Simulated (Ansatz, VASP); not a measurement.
**Mo6CO: VASP beside Ansatz**

File INCAR:

```
PREC     = Accurate       # precision mode
ENCUT    = 520            # plane-wave cutoff, eV
EDIFF    = 1E-6           # SCF threshold, eV
ISMEAR   = 0              # smearing method
SIGMA    = 0.1            # smearing width, eV
LREAL    = F              # projectors in reciprocal space
LASPH    = T              # aspherical terms in the spheres
NELM     = 100            # most SCF steps
ALGO     = Normal         # electronic algorithm
ISIF     = 2              # what is computed and relaxed
LWAVE    = F              # write WAVECAR
LCHARG   = F              # write CHGCAR
LDIPOL   = T            
IDIPOL   = 3            
DIPOL    = 0.5 0.5 0.333
GGA      = PE             # functional
NBANDS   = 57             # bands
```

KPOINTS

```
Automatic mesh
0
Gamma
  6 6 1
```

The input POSCAR:

```
Mo6CO
1.0
    4.4695765303      0.0000000000      0.0000000000
   -2.2347882651      3.8707668194      0.0000000000
    0.0000000000      0.0000000000     22.2595667262
Mo C O
6 1 1
Direct
    0.6666666667      0.3333333333      0.1796980170
    0.3333333333      0.6666666667      0.2206848206
    0.0000000000      0.0000000000      0.2616716241
    0.6666666667      0.3333333333      0.2990464568
    0.3333333333      0.6666666667      0.3355219825
    0.0000000000      0.0000000000      0.3710569405
    0.1666666667      0.3333333333      0.4910053668
    0.3114020655      0.6228041309      0.5044930549
```

Input for Ansatz:

```yaml
crystal:
  lattice:
    - [4.4695765303, 0.0, 0.0]
    - [-2.2347882651, 3.8707668194, 0.0]
    - [0.0, 0.0, 22.2595667262]
  atoms:
    - { symbol: Mo, position: [0.6666666667, 0.3333333333, 0.179698017] }
    - { symbol: Mo, position: [0.3333333333, 0.6666666667, 0.2206848206] }
    - { symbol: Mo, position: [0.0, 0.0, 0.2616716241] }
    - { symbol: Mo, position: [0.6666666667, 0.3333333333, 0.2990464568] }
    - { symbol: Mo, position: [0.3333333333, 0.6666666667, 0.3355219825] }
    - { symbol: Mo, position: [0.0, 0.0, 0.3710569405] }
    - { symbol: C, position: [0.1666666667, 0.3333333333, 0.4910053668] }
    - { symbol: O, position: [0.3114020655, 0.6228041309, 0.5044930549] }
basis:
  ecutwfc: 420
kpoints:
  mp_grid: { grid: [6, 6, 1] }
hamiltonian:
  xc: pbe
  pseudopotentials: { kind: paw, azcp: { folder: soft_1 } }
scf:
  occupations: { method: gaussian, width: 0.1 }
output:
  forces: true
  eigenvalues: true
efield:
  axis: 3
  dipole_correction: true
  ramp_width: 0.04
```

Alike in both runs: task single point; functional PBE; k mesh 6 × 6 × 1; occupations gaussian, width 0.1 eV; no spin polarisation.

```csv
,VASP,Ansatz
version,VASP 6.6.1,Ansatz 0.2.0
potentials or method,"VASP PAW PBE potentials, release 64 (Mo_sv, C, O), cutoff 520 eV","scalar-relativistic, plane waves, PAW"
valence electrons in the cell,94,94
```

|  | VASP | Ansatz | Ansatz less VASP |
| --- | --- | --- | --- |
| gap on the k mesh at the Fermi level (eV) | none | none | - |
| rms of the force components (eV/Å) | 0.574 | 0.708 | +0.1349 |

Atom by atom the forces differ by 0.226 eV/Å (rms over components). A gap of «none» marks a metal or a gap that the smearing closes. With one functional, cell and mesh, what is left measures potentials, basis and numerics.

Noted on VASP's run: the standard files for N, O and F lose accuracy on very short bonds.
